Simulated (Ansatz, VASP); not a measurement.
**KF: VASP beside Ansatz**

```
K F
1.0
     0.00000    2.98750    2.98750
     2.98750    0.00000    2.98750
     2.98750    2.98750    0.00000
K F
1 1
Direct
  0.00000 0.00000 0.00000
  0.25000 0.25000 0.25000
```

Change from the starting cell: species swapped into the MgSe type (F-43m, No. 216).

Alike in both runs: functional PBE; k mesh 4 × 4 × 4; occupations gaussian, width 0.15 eV; no spin polarisation.

Ansatz relaxed the structure, and its values are those at the end. VASP's run is a single point on that final structure, the one shown.

|  | VASP | Ansatz |
| --- | --- | --- |
| version | VASP 6.6.1 | Ansatz 0.2.0 |
| potentials or method | VASP PAW PBE potentials, release 64 (K_sv, F), cutoff 520 eV | scalar-relativistic, plane waves, PAW |
| valence electrons in the cell | 16 | 16 |

Ansatz gave:

| Quantity | Value |
| --- | --- |
| gap on the k mesh at the Fermi level (eV) | 5.03 |
| least direct gap on the mesh (eV) | 5.20 |
| pressure (GPa) | -0.2 |

Estimate VASP's values.

gap on the k mesh at the Fermi level (eV): 5.02; least direct gap on the mesh (eV): 5.19; pressure (GPa): -0.2.

With one functional, cell and mesh, what is left measures potentials, basis and numerics.

The k mesh is coarse, so the values compare programs but aren't converged.
